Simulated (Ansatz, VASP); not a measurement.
## One calculation of Al, two programs

```
CELL_PARAMETERS angstrom
4.59002 0.00000 0.00000
-2.29501 3.97507 0.00000
0.00000 0.00000 6.74851
ATOMIC_POSITIONS crystal
Al 0.16411 0.66278 0.34048
Al 0.33722 0.50133 0.00715
Al 0.49867 0.83589 0.67382
Al 0.57438 0.24546 0.23459
Al 0.75454 0.32892 0.90125
Al 0.67108 0.42562 0.56792
```

Alike in both runs: task single point; functional PBE; k mesh 6 × 6 × 4; occupations gaussian, width 0.1 eV; no spin polarisation.

```csv
,VASP,Ansatz
version,VASP 6.6.1,Ansatz 0.2.0
potentials or method,"VASP PAW PBE potentials, release 64 (Al), cutoff 520 eV","scalar-relativistic, plane waves, PAW"
valence electrons in the cell,18,18
```

```csv
,VASP,Ansatz,Ansatz less VASP
gap on the k mesh at the Fermi level (eV),none,none,-
pressure (GPa),12.0,12.0,+0.01
"traceless stress, the component that is largest in VASP (GPa)",8.08,8.08,+0.002
rms of the force components (eV/Å),0.650,0.650,-0.0005
```

Atom by atom the forces differ by 0.001 eV/Å (rms over components). A gap of «none» marks a metal or a gap that the smearing closes.
